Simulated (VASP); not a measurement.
Write the native input for VASP 6.6.1 that does the following.

```yaml
Task: single point
Functional: LDA
Potentials_or_basis: VASP PAW LDA potentials, release 64 (Pt)
Cutoff: 520 eV
k_mesh: 20 × 20 × 20
Occupations: gaussian, width 0.15 eV
Spin: no spin polarisation
Dipole_correction: no
Further_INCAR_settings: ALGO = Fast; EDIFF = 1e-07; NBANDS = 11
```

The structure of Pt lies in POSCAR:

```
Pt
1.0
    0.0000000000      1.9468328700      2.0149720204
    2.0539086778      0.0000000000      2.0149720204
    2.0539086778      1.9468328700      0.0000000000
Pt
1
Direct
    0.0000000000      0.0000000000      0.0000000000
```

This cell differs from its parent crystal: normal strain along x +0.0550, normal strain along z +0.0350.

These files were run (other wordings do the same):

INCAR

```
ALGO     = Fast           # electronic algorithm
EDIFF    = 1E-7           # SCF threshold, eV
ENCUT    = 520            # plane-wave cutoff, eV
ISIF     = 2              # what is computed and relaxed
ISMEAR   = 0              # smearing method
LASPH    = T              # aspherical terms in the spheres
LCHARG   = T              # write CHGCAR
LELF     = T              # ELF
LREAL    = F              # projectors in reciprocal space
LVHAR    = T            
LWAVE    = F              # write WAVECAR
NBANDS   = 11             # bands
NELM     = 100            # most SCF steps
PREC     = Accurate       # precision mode
SIGMA    = 0.15           # smearing width, eV
```

KPOINTS

```
k-points
0
Gamma
  20 20 20
```

Potentials or basis: VASP PAW LDA potentials, release 64 (Pt).

Run with:

```bash
$ cat potpaw_LDA.64/Pt/POTCAR > POTCAR
$ mpirun -np 1 vasp_std > vasp.out
```

Results of the run:

The pressure is -20.5 GPa and the band gap on the k mesh is zero (bands 5 and 6 overlap by 2.16 eV).

Caveat: the cell differs from its parent crystal (normal strain along x +0.0550, normal strain along z +0.0350); the cell stands under tension; spin-orbit coupling is left out, which moves the levels of the heavy elements.

Run time: 2.4 min on 1 thread of Intel(R) Xeon(R) Platinum 8488C (Sapphire Rapids) (shared host), peak memory 0.31 GiB.
